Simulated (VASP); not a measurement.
# ZnSe (Fm-3m) in VASP: further runs, part 2 of 2

VASP 6.6.1. The steps go on from the part before.

**3. Single point, PBE**

INCAR reads:

```
SYSTEM = ZnSe
PREC     = Accurate       ! precision mode
ENCUT    = 520            ! plane-wave cutoff, eV
EDIFF    = 1E-6           ! SCF threshold, eV
ISMEAR   = 0              ! smearing method
SIGMA    = 0.001          ! smearing width, eV
LREAL    = .FALSE.        ! projectors in reciprocal space
LASPH    = .TRUE.         ! aspherical terms in the spheres
NELM     = 80             ! most SCF steps
ALGO     = Normal         ! electronic algorithm
ISIF     = 2              ! what is computed and relaxed
LWAVE    = .FALSE.        ! write WAVECAR
LCHARG   = .FALSE.        ! write CHGCAR
GGA      = PE             ! functional
NBANDS   = 16             ! bands
```

KPOINTS reads:

```
regular mesh
0
G
  6 6 6
  0 0 0
```

POSCAR reads:

```
ZnSe
1.0
    0.0000000000      2.6587577905      2.6587577905
    2.6587577905      0.0000000000      2.6587577905
    2.6587577905      2.6587577905      0.0000000000
Zn Se
1 1
Direct
    0.0000000000      0.0000000000      0.0000000000
    0.5000000000      0.5000000000      0.5000000000
```

Potentials or basis: VASP PAW PBE potentials, release 64 (Zn, Se).

Started as:

```bash
$ cat potpaw_PBE.64/Zn/POTCAR potpaw_PBE.64/Se/POTCAR > POTCAR
$ mpirun -np 1 vasp_std > vasp.out
```

Wall time 16 s (1 thread of AMD EPYC 7R13, shared host); peak memory 0.13 GiB.

It converged, with:

- Free energy: -5.3946 eV
- Pressure: 2.5 GPa
- Band gap on the k mesh: zero (band 9 reaches 3.44 eV, above the bottom of band 10 at 2.34 eV)

Levels at points of the mesh, in eV from the Fermi level:
```csv
k point,band 6,band 7,band 8,band 9,band 10,band 11,band 12,band 13
"(0.00, 0.00, 0.00)",-6.70,-0.53,-0.53,-0.53,0.81,8.53,8.53,8.53
"(0.50, 0.00, 0.00)",-6.59,-5.78,-0.16,-0.16,3.25,4.90,4.90,6.33
"(0.50, 0.50, 0.00)",-6.23,-5.23,-2.56,-2.56,-1.10,4.87,11.36,11.36
```

**4. Single point, PBE**

INCAR reads:

```
SYSTEM = ZnSe
PREC = Accurate
ENCUT = 520
EDIFF = 1E-7
ISMEAR = -1
SIGMA = 0.2
LREAL = .FALSE.
LASPH = .TRUE.
NELM = 100
ALGO = Normal
ISIF = 2
LWAVE = .FALSE.
LCHARG = .FALSE.
GGA = PE
NBANDS = 16
```

KPOINTS reads:

```
Automatic mesh
0
G
  6 6 6
  0 0 0
```

POSCAR is that of step 3.

Started as:

```bash
$ cat potpaw_PBE.64/Zn/POTCAR potpaw_PBE.64/Se/POTCAR > POTCAR
$ mpirun -np 1 vasp_std > vasp.out
```

It took 20 s on 1 thread of AMD EPYC 7R13, shared host; peak memory 0.13 GiB.

Results (log left out):

```yaml
Free_energy: -5.4270 eV
Pressure: 2.6 GPa
Band_gap_on_the_k_mesh: zero (band 9 reaches 3.41 eV, above the bottom of band 10 at 2.35 eV)
```

Levels at points of the mesh, in eV from the Fermi level:
| k point | band 7 | band 8 | band 9 | band 10 | band 11 | band 12 |
| --- | --- | --- | --- | --- | --- | --- |
| (0.00, 0.00, 0.00) | -0.74 | -0.74 | -0.74 | 0.62 | 8.34 | 8.34 |
| (0.50, 0.00, 0.00) | -5.96 | -0.37 | -0.37 | 3.05 | 4.72 | 4.72 |
| (0.50, 0.50, 0.00) | -5.43 | -2.77 | -2.77 | -1.27 | 4.68 | 11.17 |

**5. Single point, PBE, collinear spin, zero start**

INCAR reads:

```
SYSTEM = ZnSe
ALGO = Normal
EDIFF = 1E-7
ENCUT = 520
GGA = PE
ISIF = 2
ISMEAR = -1
ISPIN = 2
LASPH = .True.
LCHARG = .False.
LORBIT = 11
LREAL = .False.
LWAVE = .False.
MAGMOM = 0 0
NBANDS = 20
NELM = 150
PREC = Accurate
SIGMA = 0.02
```

KPOINTS reads:

```
k-points
0
Gamma
  6 6 6
  0 0 0
```

POSCAR is that of step 4.

Potentials or basis: VASP PAW PBE potentials, release 64 (Zn, Se).

Started as:

```bash
$ cat potpaw_PBE.64/Zn/POTCAR potpaw_PBE.64/Se/POTCAR > POTCAR
$ mpirun -np 1 vasp_std > vasp.out
```

OUTCAR:

```text
SYSTEM = ZnSe
   EDIFF = 1E-7
   ENCUT = 520
   GGA = PE
   ISIF = 2
   ISMEAR = -1
   ISPIN = 2
   LASPH = .True.
   LORBIT = 11
   LREAL = .False.
   NELM = 150
   PREC = Accurate

 ion  position               nearest neighbor table
   1  0.000  0.000  0.000-   2 2.66   2 2.66   2 2.66   2 2.66   2 2.66   2 2.66
   2  0.500  0.500  0.500-   1 2.66   1 2.66   1 2.66   1 2.66   1 2.66   1 2.66

  LATTYP: Found a face centered cubic cell.
 ALAT       =     5.3175155810

  Lattice vectors:

 A1 = (   0.0000000000,   2.6587577905,   2.6587577905)
 A2 = (   2.6587577905,   0.0000000000,   2.6587577905)
 A3 = (   2.6587577905,   2.6587577905,   0.0000000000)

Analysis of symmetry for initial positions (statically):
=====================================================================
 Subroutine PRICEL returns:
 Original cell was already a primitive cell.

 Routine SETGRP: Setting up the symmetry group for a
 face centered cubic supercell.

 Subroutine GETGRP returns: Found 48 space group operations
 (whereof 48 operations were pure point group operations)
[... 556 lines left out ...]
      5      -3.2665      1.00000
      6      -3.2665      1.00000
[... 357 lines left out ...]
     19      22.9141      0.00000
     20      23.7477      0.00000

------------------------ aborting loop because EDIFF is reached ----------------------------------------

  FORCE on cell =-STRESS in cart. coord.  units (eV):
  Direction    XX          YY          ZZ          XY          YZ          ZX
  --------------------------------------------------------------------------------------
  -------------------------------------------------------------------------------------
  Total        0.5826571      0.5826571      0.5826571     -0.0000000      0.0000000      0.0000000
  in kB       24.8346070     24.8346070     24.8346070     -0.0000000      0.0000000      0.0000000
  external PRESSURE =      24.8346070 kB  Pullay stress =       0.0000000 kB

 VOLUME and BASIS-vectors are now :
 -----------------------------------------------------------------------------
  energy-cutoff  :      520.00
  volume of cell :       37.59
      direct lattice vectors                 reciprocal lattice vectors
     0.000000000  2.658757791  2.658757791    -0.188057747  0.188057747  0.188057747
     2.658757791  0.000000000  2.658757791     0.188057747 -0.188057747  0.188057747
     2.658757791  2.658757791  0.000000000     0.188057747  0.188057747 -0.188057747

 POSITION                                       TOTAL-FORCE (eV/Angst)
 -----------------------------------------------------------------------------------
      0.00000      0.00000      0.00000         0.000000      0.000000      0.000000
      2.65876      2.65876      2.65876        -0.000000      0.000000     -0.000000
 -----------------------------------------------------------------------------------
    total drift:                               -0.000000      0.000000      0.000000

  FREE ENERGIE OF THE ION-ELECTRON SYSTEM (eV)
  ---------------------------------------------------
  free  energy   TOTEN  =        -5.3957906805 eV

  energy  without entropy=       -5.3945394719  energy(sigma->0) =       -5.39516508

 total charge

# of ion       s       p       d       tot
------------------------------------------
    1        0.487   0.343   9.795  10.625
    2        1.457   2.383   0.029   3.869
--------------------------------------------------
tot          1.943   2.725   9.825  14.493

 magnetization (x)

# of ion       s       p       d       tot
------------------------------------------
    1        0.000   0.000  -0.000   0.000
    2       -0.000  -0.000   0.000  -0.000
--------------------------------------------------
tot          0.000  -0.000  -0.000  -0.000
```

Wall time 45 s (1 thread of AMD EPYC 7R13, shared host); peak memory 0.15 GiB.

Results:

- Free energy: -5.3958 eV
- Pressure: 2.5 GPa
- Band gap on the k mesh: zero (filled and empty bands overlap)
- Net moment: 0.00 μB per cell
- Valence electrons inside the program's atomic spheres: Zn 10.62; Se 3.87

**6. Single point, PBE**

INCAR reads:

```
  ALGO = Normal
  EDIFF = 1E-7
  ENCUT = 520
  GGA = PE
  ISIF = 2
  ISMEAR = -1
  ISYM = 0
  LASPH = T
  LCHARG = F
  LREAL = F
  LWAVE = F
  NBANDS = 16
  NELM = 60
  PREC = Accurate
  SIGMA = 0.02
```

KPOINTS reads:

```
Automatic mesh
0
Gamma
  6 6 6
  0 0 0.5
```

POSCAR is that of step 5.

Potentials or basis: VASP PAW PBE potentials, release 64 (Zn, Se).

Started as:

```bash
$ cat potpaw_PBE.64/Zn/POTCAR potpaw_PBE.64/Se/POTCAR > POTCAR
$ mpirun -np 1 vasp_std > vasp.out
```

It took 8.3 min on 1 thread of AMD EPYC 7R13, shared host; peak memory 0.35 GiB.

It converged, with:

```
Free energy            : -5.4120 eV
Pressure               : 2.3 GPa
Band gap on the k mesh : zero (band 9 reaches 3.36 eV, above the bottom of band 10 at 2.96 eV)
```

Levels at points of the mesh, in eV from the Fermi level:
```
           k point  band 5  band 6  band 7  band 8  band 9  band 10  band 11  band 12  band 13  band 14
(0.00, 0.00, 0.08)   -6.58   -6.58   -1.39   -0.44   -0.44     1.75     8.01     8.53     8.53     9.41
```

**7. Overview**

```csv
spin,k mesh,smearing,gap on the mesh (eV),pressure (GPa)
off,6 × 6 × 6,fermi-dirac 0.02 eV,none,2.5
off,6 × 6 × 6,gaussian 0.001 eV,none,2.5
off,6 × 6 × 6,fermi-dirac 0.2 eV,none,2.6
"collinear, zero start",6 × 6 × 6,fermi-dirac 0.02 eV,none,2.5
off,"6 × 6 × 6, shifted",fermi-dirac 0.02 eV,none,2.3
```

Alike in all rows: task single point; level PBE; potentials or basis VASP PAW PBE potentials, release 64 (Zn, Se); cell as given; cutoff (eV) 520.

Every run on the cell as given and a fine mesh finds a metal.

Total energies depend on the potentials used, so only differences within one code and one set of settings carry meaning.
